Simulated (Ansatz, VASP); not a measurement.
One calculation of BP, two programs

```xyz
2
Lattice="0.0000 2.0875 2.2690 2.0875 0.0000 2.2690 2.0875 2.0875 0.0000" Properties=species:S:1:pos:R:3 pbc="T T T"
B     0.0000    0.0000    0.0000
P     3.1312    3.1312    3.4035
```

Change from the starting cell: strain -0.080 along x and y, +0.000 along z, atoms carried along.

Alike in both runs: task single point; functional r2SCAN; k mesh 10 × 10 × 10; occupations gaussian, width 0.05 eV; no spin polarisation.

|  | VASP | Ansatz |
| --- | --- | --- |
| version | VASP 6.6.1 | Ansatz 0.2.0 |
| potentials or method | VASP PAW PBE potentials, release 64 (B, P), cutoff 520 eV | scalar-relativistic, plane waves, PAW |
| valence electrons in the cell | 8 | 8 |

Ansatz gave:

* gap on the k mesh at the Fermi level (eV): 0.48
* least direct gap on the mesh (eV): 3.47
* pressure (GPa): 37.9
* traceless stress, the component that is largest in VASP (GPa): -20.40

**Question.** Which values does VASP return?

**Answer.** gap on the k mesh at the Fermi level (eV): 0.51; least direct gap on the mesh (eV): 3.51; pressure (GPa): 37.1; traceless stress, the component that is largest in VASP (GPa): -20.50.

VASP's potentials were made for PBE, not for r2SCAN. Both programs put the cell under a high pressure, so it lies far from rest at this level.
